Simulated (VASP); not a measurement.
# GaSb (F-43m) in VASP: notebook, part 2 of 2

VASP 6.6.1.

## 3. Single point, PBEsol (volume scaled by 1.10)

INCAR reads:

```
PREC = Accurate
ENCUT = 500
EDIFF = 1E-6
ISMEAR = 0
SIGMA = 0.1
LREAL = F
LASPH = T
NELM = 120
ALGO = Normal
ISIF = 2
LWAVE = F
LCHARG = F
GGA = PS
NBANDS = 16
GGA_COMPAT = F
```

KPOINTS reads:

```
regular mesh
0
Gamma
  12 12 12
```

POSCAR reads:

```
GaSb
1.0
    0.0000000000      3.1542498523      3.1542498523
    3.1542498523      0.0000000000      3.1542498523
    3.1542498523      3.1542498523      0.0000000000
Ga Sb
1 1
Direct
    0.0000000000      0.0000000000      0.0000000000
    0.2500000000      0.2500000000      0.2500000000
```

Potentials or basis: VASP PAW PBE potentials, release 64 (Ga_d, Sb).

The run is started by

```console
> cat potpaw_PBE.64/Ga_d/POTCAR potpaw_PBE.64/Sb/POTCAR > POTCAR
> mpirun -np 1 vasp_std > vasp.out
```

It took 64 s on 1 thread of Intel Xeon Platinum 8259CL at 2.50GHz (Skylake/Cascade Lake), shared host; peak memory 0.24 GiB.

It converged, with:

```
Free energy            : -8.0814 eV
Pressure               : -3.9 GPa
Band gap on the k mesh : zero (filled and empty bands touch)
```

Levels at points of the mesh, in eV from the Fermi level:
```
           k point  band 6  band 7  band 8  band 9  band 10  band 11  band 12  band 13
(0.00, 0.00, 0.00)  -10.95   -0.68   -0.05   -0.05    -0.05     2.73     2.73     2.73
(0.50, 0.00, 0.00)   -9.54   -6.02   -1.06   -1.06     0.13     3.66     3.66     6.31
(0.50, 0.50, 0.00)   -8.84   -6.48   -2.33   -2.33     0.88     1.28     8.03     8.03
```

Caveat: the cell differs from its parent crystal (volume scaled by 1.10); the PAW data sets were made with another functional, which shifts forces and pressure a little; spin-orbit coupling is left out, which moves the levels of the heavy elements.

## 4. Single point, PBEsol

This run uses another cell than the first one, of 23.47 Å³/atom, 0.776 times its volume.

INCAR reads:

```
SYSTEM = GaSb
PREC = Accurate
ENCUT = 520
EDIFF = 1E-6
ISMEAR = -1
SIGMA = 0.15
LREAL = .False.
LASPH = .True.
NELM = 100
ALGO = Normal
ISIF = 2
LWAVE = .False.
LCHARG = .True.
GGA = PS
LELF = .True.
LVHAR = .True.
NBANDS = 16
```

KPOINTS reads:

```
regular mesh
0
Gamma
  12 12 12
  0 0 0
```

POSCAR reads:

```
GaSb
1.0
    0.0000000000      2.8629551041      2.8629551041
    2.8629551041      0.0000000000      2.8629551041
    2.8629551041      2.8629551041      0.0000000000
Ga Sb
1 1
Direct
    0.0000000000      0.0000000000      0.0000000000
    0.7500000000      0.7500000000      0.7500000000
```

The run is started by

```console
> cat potpaw_PBE.64/Ga_d/POTCAR potpaw_PBE.64/Sb/POTCAR > POTCAR
> mpirun -np 1 vasp_std > vasp.out
```

It used 130 s of CPU time on 1 thread of AMD EPYC 7R13 Processor (Zen 3) (shared host).

The run converged. Its results:

- Free energy: -7.7267 eV
- Pressure: 16.2 GPa
- Band gap on the k mesh: 0.44 eV, indirect (least direct gap 1.51 eV)

Levels at points of the mesh, in eV from the valence-band top:
| k point | band 7 | band 8 | band 9 | band 10 | band 11 | band 12 |
| --- | --- | --- | --- | --- | --- | --- |
| (0.00, 0.00, 0.00) | 0.00 | 0.00 | 0.00 | 1.51 | 2.66 | 2.66 |
| (0.50, 0.00, 0.00) | -7.56 | -1.53 | -1.53 | 0.81 | 3.66 | 3.66 |
| (0.50, 0.50, 0.00) | -7.88 | -3.38 | -3.38 | 0.52 | 0.72 | 10.01 |

Caveat: the PAW data sets were made with another functional, which shifts forces and pressure a little; spin-orbit coupling is left out, which moves the levels of the heavy elements.

## 5. Relaxation of cell and atoms, PBEsol, target pressure 16 GPa, at which the enthalpy is minimised

This run uses another cell than the first one, of 28.55 Å³/atom, 0.944 times its volume.

INCAR reads:

```
SYSTEM = GaSb
PREC = Accurate
ENCUT = 600
EDIFF = 1E-6
ISMEAR = -1
SIGMA = 0.15
LREAL = .FALSE.
LASPH = .TRUE.
NELM = 60
ALGO = Normal
ISIF = 3
LWAVE = .FALSE.
LCHARG = .FALSE.
GGA = PS
IBRION = 2
NSW = 80
EDIFFG = -0.001
PSTRESS = 160.0
```

KPOINTS reads:

```
regular mesh
0
G
  12 12 12
  0 0 0
```

POSCAR reads:

```
GaSb
1.0
    0.0000000000      3.0562701463      3.0562701463
    3.0562701463      0.0000000000      3.0562701463
    3.0562701463      3.0562701463      0.0000000000
Ga Sb
1 1
Direct
    0.0000000000      0.0000000000      0.0000000000
    0.7500000000      0.7500000000      0.7500000000
```

Potentials or basis: VASP PAW PBE potentials, release 64 (Ga_d, Sb).

The run is started by

```console
> cat potpaw_PBE.64/Ga_d/POTCAR potpaw_PBE.64/Sb/POTCAR > POTCAR
> mpirun -np 1 vasp_std > vasp.out
```

OUTCAR:

```text
SYSTEM = GaSb
   PREC = Accurate
   ENCUT = 600
   EDIFF = 1E-6
   ISMEAR = -1
   LREAL = .FALSE.
   LASPH = .TRUE.
   NELM = 60
   ISIF = 3
   GGA = PS
   IBRION = 2
   NSW = 80
   EDIFFG = -0.001
   PSTRESS = 160.0

 ion  position               nearest neighbor table
   1  0.000  0.000  0.000-   2 2.65   2 2.65   2 2.65   2 2.65
   2  0.750  0.750  0.750-   1 2.65   1 2.65   1 2.65   1 2.65

  LATTYP: Found a face centered cubic cell.
 ALAT       =     6.1125402926

  Lattice vectors:

 A1 = (   0.0000000000,   3.0562701463,   3.0562701463)
 A2 = (   3.0562701463,   0.0000000000,   3.0562701463)
 A3 = (   3.0562701463,   3.0562701463,   0.0000000000)

Analysis of symmetry for initial positions (statically):
[... 158 lines left out ...]
  energy-cutoff  :      600.00
  volume of cell :       57.10
 maximum number of plane-waves:      1932
   NGX = 17   NGY = 17   NGZ = 17

--------------------------------------- Ionic step        1  -------------------------------------------

 number of electron      18.0000006 magnetization

 Free energy of the ion-electron system (eV)
  ---------------------------------------------------
  ext. energy  EPLUGINS =         0.00000000
  ---------------------------------------------------
  free energy    TOTEN  =        -8.15699408 eV

  energy without entropy =       -8.15038611  energy(sigma->0) =       -8.15369009

 E-fermi :   4.9501     XC(G=0):  -9.2795

 val. band max:        4.7663018622   @ k =   0.0000   0.0000   0.0000
 cond. band min:       5.1093044004   @ k =   0.5000   0.0000   0.0000
 fundamental gap:      0.3430025383
 Fermi energy:         4.9501015939
[... 1004 lines left out ...]
--------------------------------------- Ionic step        7  -------------------------------------------

 number of electron      18.0000000 magnetization

 Free energy of the ion-electron system (eV)
  ---------------------------------------------------
  ext. energy  EPLUGINS =         0.00000000
  ---------------------------------------------------
  free energy    TOTEN  =        -7.73573908 eV

  energy without entropy =       -7.73024387  energy(sigma->0) =       -7.73299148

 E-fermi :   7.1568     XC(G=0): -10.1525

 val. band max:        6.9809298991   @ k =   0.0000   0.0000   0.0000
 cond. band min:       7.4234143196   @ k =   0.4167   0.4167   0.0000
 fundamental gap:      0.4424844205
 Fermi energy:         7.1567573101
[... 417 lines left out ...]
  energy  without entropy=       -7.7302438743  energy(sigma->0) =       -7.73299148

  enthalpy is  TOTEN    =        -3.0411068905 eV   P V=        4.6946321869

 reached required accuracy - stopping structural energy minimisation
```

It used 740 s of CPU time on 1 thread of AMD EPYC 7R13 Processor (Zen 3), on a shared host.

What came out:

| Property | Result |
| --- | --- |
| Free energy | -7.7357 eV |
| Relaxed volume | 23.51 Å³/atom |
| Relaxed cell | a = 4.051 Å, b = 4.051 Å, c = 4.051 Å, α = 60.00°, β = 60.00°, γ = 60.00° |
| Space group after relaxing (to 0.05 Å) | F-43m (No. 216) |
| Energy change on relaxing (the enthalpy is what falls) | +210.6 meV/atom |
| Ionic steps | 7 |
| Pressure after relaxing | 16.0 GPa |
| Band gap on the k mesh | 0.44 eV, indirect (least direct gap 1.49 eV) |

The path:
```tsv
step	energy change (eV)	largest force (eV/Å)	pressure (GPa)	volume (Å³)
1	0.0000	0.0000	0.07	57.10
2	2.6957	0.0000	63.48	36.71
3	0.3680	0.0000	14.50	47.57
4	0.4118	0.0000	15.75	47.11
5	0.4304	0.0000	16.25	46.92
6	0.4079	0.0000	15.61	47.15
7	0.4213	0.0000	16.00	47.01
```

Final structure:
```
Ga Sb
1.0
     0.00000    2.86453    2.86453
     2.86453    0.00000    2.86453
     2.86453    2.86453    0.00000
Ga Sb
1 1
Cartesian
  0.0000 0.0000 0.0000
  4.2968 4.2968 4.2968
```

Caveat: the cell is relaxed towards a set pressure, so the enthalpy falls and the energy may rise; the volume moved by over 15 % at a fixed basis, so the end points are rough; the PAW data sets were made with another functional, which shifts forces and pressure a little; spin-orbit coupling is left out, which moves the levels of the heavy elements. A k mesh can miss the band edges.

## 6. The runs side by side

| task | cell | cutoff (eV) | smearing | gap on the mesh (eV) | pressure (GPa) |
| --- | --- | --- | --- | --- | --- |
| single point | a = 4.406 Å, angles 60.0°, 2 atoms | 500 | gaussian 0.1 eV | none | -2.5 |
| single point | a = 4.461 Å, angles 60.0°, 2 atoms | 500 | gaussian 0.1 eV | none | -3.9 |
| single point | a = 4.049 Å, angles 60.0°, 2 atoms | 520 | fermi-dirac 0.15 eV | 0.44 | 16.2 |
| relaxation of cell and atoms | relaxed to 16 GPa from a = 4.322 Å, angles 60.0°, 2 atoms | 600 | fermi-dirac 0.15 eV | 0.44 | 16.0 |

Alike in all rows: level PBEsol; potentials or basis VASP PAW PBE potentials, release 64 (Ga_d, Sb); no spin polarisation; k mesh 12 × 12 × 12.

Caveats: the PAW data sets were made with another functional, which shifts forces and pressure a little; spin-orbit coupling is left out, which moves the levels of the heavy elements; the cell is relaxed towards a set pressure, so the enthalpy falls and the energy may rise (some runs); the volume moved by over 15 % at a fixed basis, so the end points are rough (some runs).

Total energies depend on the potentials used, so only differences within one code and one set of settings carry meaning.
